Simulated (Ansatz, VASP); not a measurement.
**Ge in VASP and in Ansatz**

INCAR

```
PREC = Accurate ; ENCUT = 520
EDIFF = 1E-6 ; ISMEAR = -1
SIGMA = 0.05 ; LREAL = False
LASPH = True ; NELM = 60
ALGO = Normal ; ISIF = 2
LWAVE = False ; LCHARG = False
GGA = PE ; NBANDS = 21
```

KPOINTS

```
Automatic mesh
0
Gamma
  11 11 11
```

The input POSCAR:

```
Ge
1.0
    0.0000000000      2.8223955574      2.8223955574
    2.8223955574      0.0000000000      2.8223955574
    2.8223955574      2.8223955574      0.0000000000
Ge
2
Direct
    0.0000000000      0.0000000000      0.0000000000
    0.2500000000      0.2500000000      0.2500000000
```

Input for Ansatz:

```yaml
crystal:
  lattice:
    - [0.0, 2.8223955574, 2.8223955574]
    - [2.8223955574, 0.0, 2.8223955574]
    - [2.8223955574, 2.8223955574, 0.0]
  atoms:
    - { symbol: Ge, position: [0.0, 0.0, 0.0] }
    - { symbol: Ge, position: [0.25, 0.25, 0.25] }
kpoints:
  mp_grid: { grid: [11, 11, 11] }
scf:
  occupations: { method: fermi_dirac, width: 0.05 }
hamiltonian:
  xc: pbe
  pseudopotentials: { kind: all_electron, lapw: { basis_error: 0.00025 } }
output:
  forces: true
  stress: true
  eigenvalues: true
```

Change from the starting cell: volume scaled by 0.9405.

Alike in both runs: task single point; functional PBE; k mesh 11 × 11 × 11; occupations fermi-dirac, width 0.05 eV; no spin polarisation.

```csv
,VASP,Ansatz
version,VASP 6.6.1,Ansatz 0.2.0
potentials or method,"VASP PAW PBE potentials, release 64 (Ge_d), cutoff 520 eV","all-electron LAPW, scalar-relativistic"
```

Ansatz gave:

| Property | Result |
| --- | --- |
| pressure (GPa) | 4.2 |

Task: Estimate VASP's values.

Result: Pressure (GPa): 4.1.

Ansatz ran all-electron here, and VASP with PAW potentials.
